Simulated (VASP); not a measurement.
# Na7H8 (a cell with a defect) in VASP: single point with PBE

Aim: the single point of Na7H8 (a cell with a defect) with PBE.

Everything below comes from runs of VASP 6.6.1. Logs are shortened: lines on timing, memory, paths and dates and some standing lists are left out, and cuts for length are marked.

**1. The cell of the first run**

The cell holds a defect, 15 atoms: a = 6.914 Å, b = 6.914 Å, c = 6.914 Å, α = 60.00°, β = 60.00°, γ = 60.00°.

**2. Single point, PBE**

Input file INCAR:

```
PREC     = Accurate       # precision mode
ENCUT    = 520            # plane-wave cutoff, eV
EDIFF    = 1E-7           # SCF threshold, eV
ISMEAR   = 0              # smearing method
SIGMA    = 0.1            # smearing width, eV
LREAL    = Auto         
LASPH    = True           # aspherical terms in the spheres
NELM     = 100            # most SCF steps
ALGO     = Normal         # electronic algorithm
ISIF     = 2              # what is computed and relaxed
LWAVE    = False          # write WAVECAR
LCHARG   = False          # write CHGCAR
GGA      = PE             # functional
NBANDS   = 42             # bands
```

Input file KPOINTS:

```
regular mesh
0
Gamma
  3 3 3
```

Input file POSCAR:

```
Na7H8
1.0
    0.0000000000      4.8892300000      4.8892300000
    4.8892300000      0.0000000000      4.8892300000
    4.8892300000      4.8892300000      0.0000000000
Na H
7 8
Direct
   -0.0440339276      0.0253849788      0.0229412402
   -0.0007084960      0.0002826621      0.4989370514
   -0.0006648286      0.5015032019     -0.0022497408
    0.0421617514      0.4764426096      0.4740739339
    0.4935306787      0.0253320052      0.0227452994
    0.4990632472      0.7509243787     -0.2515181327
    0.5049427006      0.4764224633      0.4738110091
    0.2132750965      0.2509190609      0.2483892147
    0.2578996079      0.2257336022      0.7561255044
    0.2579615809      0.7586389881      0.2230867642
    0.2010588579      0.7508932899      0.7482963575
    0.7854077227      0.2509106751      0.2483333776
    0.7404551432      0.2760875434      0.7406615152
    0.7405111848      0.7431404332      0.2735448118
    0.7973153237      0.7509106751      0.7483734658
```

Potentials or basis: VASP PAW PBE potentials, release 64 (Na_pv, H).

Launch:

```bash
$ cat potpaw_PBE.64/Na_pv/POTCAR potpaw_PBE.64/H/POTCAR > POTCAR
$ mpirun -np 1 vasp_std > vasp.out
```

OUTCAR:

```text
PREC = Accurate
   ENCUT = 520
   EDIFF = 1E-7
   ISMEAR = 0
   LREAL = Auto
   LASPH = True
   NELM = 100
   ISIF = 2
   GGA = PE

 ion  position               nearest neighbor table
   1  0.956  0.025  0.023-
   2  0.999  0.000  0.499-
   3  0.999  0.502  0.998-
   4  0.042  0.476  0.474-
   5  0.494  0.025  0.023-
   6  0.499  0.751  0.748-
   7  0.505  0.476  0.474-
   8  0.213  0.251  0.248-
   9  0.258  0.226  0.756-
  10  0.258  0.759  0.223-
  11  0.201  0.751  0.748-
  12  0.785  0.251  0.248-
  13  0.740  0.276  0.741-
  14  0.741  0.743  0.274-
  15  0.797  0.751  0.748-

  LATTYP: Found a face centered cubic cell.
 ALAT       =     9.7784600000

  Lattice vectors:

 A1 = (   0.0000000000,   4.8892300000,   4.8892300000)
 A2 = (   4.8892300000,   0.0000000000,   4.8892300000)
 A3 = (   4.8892300000,   4.8892300000,   0.0000000000)

Analysis of symmetry for initial positions (statically):
=====================================================================
 Subroutine PRICEL returns:
 Original cell was already a primitive cell.

 Routine SETGRP: Setting up the symmetry group for a
 face centered cubic supercell.

 Subroutine GETGRP returns: Found  1 space group operations
 (whereof  1 operations were pure point group operations)
 out of a pool of 48 trial point group operations.

The static configuration has the point symmetry C_1 .

Analysis of symmetry for dynamics (positions and initial velocities):
=====================================================================
 Subroutine PRICEL returns:
 Original cell was already a primitive cell.

 Routine SETGRP: Setting up the symmetry group for a
 face centered cubic supercell.

 Subroutine GETGRP returns: Found  1 space group operations
 (whereof  1 operations were pure point group operations)
 out of a pool of 48 trial point group operations.

The dynamic configuration has the point symmetry C_1 .

 Subroutine INISYM returns: Found  1 space group operations
 (whereof  1 operations are pure point group operations),
 and found     1 'primitive' translations

----------------------------------------------------------------------------------------

                                     Primitive cell

  volume of cell :     233.7499

  direct lattice vectors                    reciprocal lattice vectors
     0.000000000  4.889230000  4.889230000    -0.102265592  0.102265592  0.102265592
     4.889230000  0.000000000  4.889230000     0.102265592 -0.102265592  0.102265592
     4.889230000  4.889230000  0.000000000     0.102265592  0.102265592 -0.102265592

  length of vectors
     6.914415376  6.914415376  6.914415376     0.177129201  0.177129201  0.177129201

  position of ions in fractional coordinates (direct lattice)
     0.955966072  0.025384979  0.022941240
     0.999291504  0.000282662  0.498937051
     0.999335171  0.501503202  0.997750259
     0.042161751  0.476442610  0.474073934
     0.493530679  0.025332005  0.022745299
     0.499063247  0.750924379  0.748481867
     0.504942701  0.476422463  0.473811009
     0.213275096  0.250919061  0.248389215
     0.257899608  0.225733602  0.756125504
     0.257961581  0.758638988  0.223086764
     0.201058858  0.750893290  0.748296358
     0.785407723  0.250910675  0.248333378
     0.740455143  0.276087543  0.740661515
     0.740511185  0.743140433  0.273544812
     0.797315324  0.750910675  0.748373466

  ion indices of the primitive-cell ions
   primitive index   ion index
                 1           1
                 2           2
                 3           3
                 4           4
                 5           5
                 6           6
                 7           7
                 8           8
                 9           9
                10          10
                11          11
                12          12
                13          13
                14          14
                15          15

----------------------------------------------------------------------------------------

 KPOINTS: regular mesh

Automatic generation of k-mesh.
 Grid dimensions read from file:
 generate k-points for:    3    3    3

 Generating k-lattice:

  Cartesian coordinates                     Fractional coordinates (reciprocal lattice)
    -0.034088531  0.034088531  0.034088531     0.333333333  0.000000000  0.000000000
     0.034088531 -0.034088531  0.034088531     0.000000000  0.333333333  0.000000000
     0.034088531  0.034088531 -0.034088531     0.000000000  0.000000000  0.333333333

  Length of vectors
     0.059043067  0.059043067  0.059043067

  Shift w.r.t. Gamma in fractional coordinates (k-lattice)
     0.000000000  0.000000000  0.000000000

 Subroutine IBZKPT returns following result:
 ===========================================

 Found     14 irreducible k-points:

 Following reciprocal coordinates:
            Coordinates               Weight
  0.000000  0.000000  0.000000      1.000000
  0.333333  0.000000  0.000000      2.000000
  0.000000  0.333333  0.000000      2.000000
  0.000000  0.000000  0.333333      2.000000
  0.333333  0.333333  0.333333      2.000000
  0.333333  0.333333  0.000000      2.000000
  0.000000  0.333333  0.333333      2.000000
  0.333333  0.000000  0.333333      2.000000
 -0.333333  0.333333  0.000000      2.000000
  0.000000 -0.333333  0.333333      2.000000
  0.333333  0.000000 -0.333333      2.000000
  0.333333  0.333333 -0.333333      2.000000
 -0.333333  0.333333 -0.333333      2.000000
  0.333333 -0.333333 -0.333333      2.000000
   k-points           NKPTS =     14   k-points in BZ     NKDIM =     14   number of bands    NBANDS=     42
   number of dos      NEDOS =    301   number of ions     NIONS =     15
   total plane-waves  NPLWV = 157464
   dimension x,y,z NGX =    54 NGY =   54 NGZ =   54
   dimension x,y,z NGXF=   108 NGYF=  108 NGZF=  108
   ions per type =               7   8
   NGX,Y,Z   is equivalent  to a cutoff of  12.98, 12.98, 12.98 a.u.
   NGXF,Y,Z  is equivalent  to a cutoff of  25.97, 25.97, 25.97 a.u.
 SYSTEM =  unknown system
   PREC   = accura    normal or accurate (medium, high low for compatibility)
   ISTART =      0    job   : 0-new  1-cont  2-samecut
   ICHARG =      2    charge: 1-file 2-atom 10-const
   ISPIN  =      1    spin polarized calculation?
   LNONCOLLINEAR =      F non collinear calculations
   LSORBIT =      F    spin-orbit coupling
   LASPH  =      T    aspherical Exc in radial PAW
   ENCUT  =  520.0 eV  38.22 Ry    6.18 a.u.  12.86 12.86 12.86*2*pi/ulx,y,z
   NELM   =    100;   NELMIN=  2; NELMDL= -5     # of ELM steps
   EDIFF  = 0.1E-06   stopping-criterion for ELM
   LREAL  =      T    real-space projection
   EDIFFG = 0.1E-05   stopping-criterion for IOM
   NSW    =      0    number of steps for IOM
   IBRION =     -1    ionic relax: 0-MD 1-quasi-New 2-CG
   NFREE  =      0    steps in history (QN), initial steepest desc. (CG)
   ISIF   =      2    stress and relaxation
   ISYM   =      2    0-nonsym 1-usesym 2-fastsym
   POTIM  = 0.5000    time-step for ionic-motion
   TEBEG  =    0.0;   TEEND  =   0.0 temperature during run
   PSTRESS=    0.0 pullay stress
   NELECT =      57.0000    total number of electrons
   NUPDOWN=      -1.0000    fix difference up-down
   EMIN   =  10.00;   EMAX   =-10.00  energy-range for DOS
   EFERMI =   0.00;   METHOD = LEGACY
   ISMEAR =     0;   SIGMA  =   0.10  broadening in eV -4-tet -1-fermi 0-gaus
   EFERMI_NEDOS =   21; number of points for ismear=-14 and -15
   IALGO  =     38    algorithm
   IMIX   =      4    mixing-type and parameters
     AMIX     =   0.40;   BMIX     =  1.00
     AMIX_MAG =   1.60;   BMIX_MAG =  1.00
  volume/ion in A,a.u.               =      15.58       105.16
  Fermi-wavevector in a.u.,A,eV,Ry     =   1.022781  1.932776 14.232796  1.046081
  Thomas-Fermi vector in A             =   2.156479
   LORBIT       =      0    0 simple, 1 ext, 2 COOP (PROOUT), +10 PAW based schemes
   GGA     = PE    functional components
   LHFCALC =     F    Hartree Fock is set to
   AEXX    =    0.0000 exact exchange contribution
   IVDW    =     0    specifies the selected vdW correction
   LEPSILON=     F    determine dielectric tensor
   LRPA    =     F    only Hartree local field effects (RPA)
 non-spin polarized calculation
 Gauss-broadening in eV      SIGMA  =   0.10
  energy-cutoff  :      520.00
  volume of cell :      233.75
 maximum number of plane-waves:      6302
 NGX is ok and might be reduce to    54
   NGX = 25   NGY = 25   NGZ = 25

 number of electron      57.0000001 magnetization

 Free energy of the ion-electron system (eV)
  ---------------------------------------------------
  ext. energy  EPLUGINS =         0.00000000
  ---------------------------------------------------
  free energy    TOTEN  =       -35.96401324 eV

  energy without entropy =      -35.91928490  energy(sigma->0) =      -35.94164907

 E-fermi :  -1.7516     XC(G=0):  -7.2544

 val. band max:       -1.7534564031   @ k =   0.0000   0.0000   0.0000
 cond. band min:      -1.7470938404   @ k =   0.3333   0.3333   0.0000
 fundamental gap:      0.0063625626
 Fermi energy:        -1.7515814769

 k-point     1 :       0.0000    0.0000    0.0000
  band No.  band energies     occupation
      1     -24.1087      2.00000
      2     -24.0812      2.00000
      3     -24.0251      2.00000
      4     -24.0250      2.00000
      5     -24.0226      2.00000
      6     -24.0097      2.00000
[... 32 lines left out ...]
     39       8.5962      0.00000
     40       8.6811      0.00000

 k-point     2 :       0.3333    0.0000    0.0000
  band No.  band energies     occupation
      1     -24.1072      2.00000
      2     -24.0813      2.00000
      3     -24.0276      2.00000
      4     -24.0182      2.00000
      5     -24.0127      2.00000
      6     -24.0072      2.00000
[... 32 lines left out ...]
     39       6.6339      0.00000
     40       7.1086      0.00000

 k-point     3 :       0.0000    0.3333    0.0000
  band No.  band energies     occupation
      1     -24.1083      2.00000
      2     -24.0813      2.00000
      3     -24.0255      2.00000
      4     -24.0237      2.00000
      5     -24.0219      2.00000
      6     -24.0003      2.00000
[... 422 lines left out ...]
 k-point    13 :      -0.3333    0.3333   -0.3333
  band No.  band energies     occupation
      1     -24.1070      2.00000
      2     -24.0814      2.00000
      3     -24.0277      2.00000
      4     -24.0165      2.00000
      5     -24.0137      2.00000
      6     -23.9987      2.00000
[... 32 lines left out ...]
     39       5.5694      0.00000
     40       6.0428      0.00000

 k-point    14 :       0.3333   -0.3333   -0.3333
  band No.  band energies     occupation
      1     -24.1066      2.00000
      2     -24.0815      2.00000
      3     -24.0282      2.00000
      4     -24.0152      2.00000
      5     -24.0146      2.00000
      6     -24.0065      2.00000
[... 32 lines left out ...]
     39       6.1502      0.00000
     40       6.3553      0.00000
 [bands above 40 left out]

------------------------ aborting loop because EDIFF is reached ----------------------------------------

  FORCE on cell =-STRESS in cart. coord.  units (eV):
  Direction    XX          YY          ZZ          XY          YZ          ZX
  --------------------------------------------------------------------------------------
  -------------------------------------------------------------------------------------
  Total       -1.0341312     -0.1171286     -0.1157410     -0.0004970      1.5595103     -0.0001140
  in kB       -7.0881817     -0.8028272     -0.7933163     -0.0034067     10.6892547     -0.0007814
  external PRESSURE =      -2.8947751 kB  Pullay stress =       0.0000000 kB

 VOLUME and BASIS-vectors are now :
 -----------------------------------------------------------------------------
  energy-cutoff  :      520.00
  volume of cell :      233.75
      direct lattice vectors                 reciprocal lattice vectors
     0.000000000  4.889230000  4.889230000    -0.102265592  0.102265592  0.102265592
     4.889230000  0.000000000  4.889230000     0.102265592 -0.102265592  0.102265592
     4.889230000  4.889230000  0.000000000     0.102265592  0.102265592 -0.102265592

 POSITION                                       TOTAL-FORCE (eV/Angst)
 -----------------------------------------------------------------------------------
      0.23628      4.78610      4.79805        -0.023381      0.002690      0.002743
      2.44080      7.32518      4.88715         0.000084     -0.011614      0.010504
      7.33019      9.76421      7.33794         0.000058      0.009736     -0.011381
      4.64729      2.52399      2.53558         0.022946     -0.002313     -0.001892
      0.23506      2.52419      2.53684        -0.022372     -0.002334     -0.002885
      7.33094      6.09954      6.11148        -0.000266      0.000268      0.000351
      4.64591      4.78535      4.79812         0.023246      0.003310      0.002943
      2.44123      2.25718      2.26955        -0.000361     -0.010785     -0.011216
      4.80053      4.95780      2.36459         0.005323     -0.009124      0.009200
      4.79988      2.35196      4.97039         0.005666      0.009235     -0.009327
      7.32988      4.64162      4.65431        -0.000093     -0.020603     -0.020555
      2.44092      5.05420      5.06680         0.000470      0.010996      0.010846
      4.97112      7.24152      4.97011        -0.005648      0.009220     -0.009198
      4.97081      4.95795      7.25391        -0.005485     -0.009366      0.009215
      7.33035      7.55723      7.56963        -0.000187      0.020685      0.020653
 -----------------------------------------------------------------------------------
    total drift:                               -0.000124     -0.000250     -0.000174

  FREE ENERGIE OF THE ION-ELECTRON SYSTEM (eV)
  ---------------------------------------------------
  free  energy   TOTEN  =       -35.9640132407 eV

  energy  without entropy=      -35.9192849016  energy(sigma->0) =      -35.94164907
```

Run time: 3.4 min. Hardware: 1 thread of AMD EPYC 9R45 (Zen 5), shared host; peak memory 0.37 GiB.

What came out:

```yaml
Free_energy: -35.9640 eV
Pressure: -0.3 GPa
Largest_force: 0.029 eV/Å
```

Forces on the atoms (eV/Å):
```
Na  -0.023  0.003  0.003
Na   0.000 -0.012  0.011
Na   0.000  0.010 -0.011
Na   0.023 -0.002 -0.002
Na  -0.022 -0.002 -0.003
Na   0.000  0.000  0.000
Na   0.023  0.003  0.003
H    0.000 -0.011 -0.011
H    0.005 -0.009  0.009
H    0.006  0.009 -0.009
H    0.000 -0.021 -0.021
H    0.000  0.011  0.011
H   -0.006  0.009 -0.009
H   -0.005 -0.009  0.009
H    0.000  0.021  0.021
```

Caveat: the k points lie up to 0.37 Å⁻¹ apart.
